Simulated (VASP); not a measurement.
Write the native input for VASP 6.6.1 that does the following.

| Quantity | Value |
| --- | --- |
| Task | single point |
| Functional | PBEsol |
| Potentials or basis | VASP PAW PBE potentials, release 64 (Ti_sv, O) |
| Cutoff | 520 eV |
| k mesh | 6 × 6 × 9 |
| Occupations | fermi-dirac, width 0.05 eV |
| Spin | no spin polarisation |
| Dipole correction | no |
| Further INCAR settings | ALGO = Normal; EDIFF = 1e-06; NBANDS = 33 |

The structure of TiO2 lies in POSCAR:

```
TiO2
1.0
    4.5998373239      0.0000000000      0.0000000000
    0.0000000000      4.5998373239      0.0000000000
    0.0000000000      0.0000000000      2.9592135600
Ti O
2 4
Direct
    0.0000000000      0.0000000000      0.5000000000
    0.5000000000      0.5000000000      0.0000000000
    0.3043213200      0.3043213200      0.5000000000
    0.1956786800      0.8043213200      0.0000000000
    0.8043213200      0.1956786800      0.0000000000
    0.6956786800      0.6956786800      0.5000000000
```

One way to write it, as run:

INCAR

```
SYSTEM = TiO2
PREC = Accurate
ENCUT = 520
EDIFF = 1E-6
ISMEAR = -1
SIGMA = 0.05
LREAL = .False.
LASPH = .True.
NELM = 100
ALGO = Normal
ISIF = 2
LWAVE = .False.
LCHARG = .False.
GGA = PS
NBANDS = 33
```

KPOINTS

```
regular mesh
0
Gamma
  6 6 9
  0 0 0
```

Potentials or basis: VASP PAW PBE potentials, release 64 (Ti_sv, O).

The run is started by

```bash
$ cat potpaw_PBE.64/Ti_sv/POTCAR potpaw_PBE.64/O/POTCAR > POTCAR
$ mpirun -np 1 vasp_std > vasp.out
```

Results of the run:

```
Pressure               : -2.2 GPa
Largest force          : 0.046 eV/Å
Band gap on the k mesh : 1.80 eV, direct
```

Caveat: the PAW data sets were made with another functional, which shifts forces and pressure a little.

Run time: 77 s on 1 thread of Intel(R) Xeon(R) Platinum 8488C (Sapphire Rapids), on a shared host, peak memory 0.22 GiB.
